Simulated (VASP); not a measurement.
A run of VASP 6.6.1 is set up as follows.

File INCAR:

```
SYSTEM = Ca3Zn6As6CO
ALGO = Normal
EDIFF = 1E-6
ENCUT = 520
GGA = CA
ISIF = 2
ISMEAR = -1
LASPH = .True.
LCHARG = .False.
LREAL = Auto
LWAVE = .False.
NBANDS = 85
NELM = 100
PREC = Accurate
SIGMA = 0.1
```

KPOINTS

```
k-points
0
Gamma
  2 2 1
  0 0 0
```

The input POSCAR:

```
Ca3Zn6As6CO
1.0
    7.1855040000      0.0000000000      0.0000000000
    0.0000000000      7.0073420000      0.0000000000
    0.0000000000      0.0000000000     17.1485520000
Ca Zn As C O
3 6 6 1 1
Direct
    0.0000000000      0.0000000000      0.0583139614
    0.5041678357      0.0041385164      0.1727551108
    1.0019060598     -0.0079916179      0.2932200923
    0.3333377867      0.3695267050      0.0583139614
    0.6666616566      0.6304673013      0.0583139614
    0.8217934330      0.3756631259      0.1775601812
    0.1945166268      0.6511313420      0.1837123041
    0.3555770062      0.4032770200      0.2782917182
    0.6722005861      0.6056219320      0.2757142411
    0.3333377867      0.7395100739      0.0583139614
    0.6666616566      0.2604839324      0.0583139614
    0.8578103916      0.7541804011      0.1783474197
    0.1507618672      0.2745263468      0.1659032203
    0.3585969752      0.7297346126      0.3117406064
    0.6683734363      0.2648793223      0.3141373103
    0.7479920685      0.7780125474      0.3829244592
    0.7456540279      0.7267948389      0.4455944735
```

Potentials or basis: VASP PAW LDA potentials, release 64 (Ca_sv, Zn, As, C, O).

The run is started by

```sh
$ cat potpaw_LDA.64/Ca_sv/POTCAR potpaw_LDA.64/Zn/POTCAR potpaw_LDA.64/As/POTCAR potpaw_LDA.64/C/POTCAR potpaw_LDA.64/O/POTCAR > POTCAR
$ mpirun -np 1 vasp_std > vasp.out
```

(1) Estimate the band gap on the k mesh.

(2) Estimate the largest force.

Answers

(1) 0.53 eV, direct.

(2) 1.973 eV/Å.

Caveat: the k points lie up to 0.45 Å⁻¹ apart.
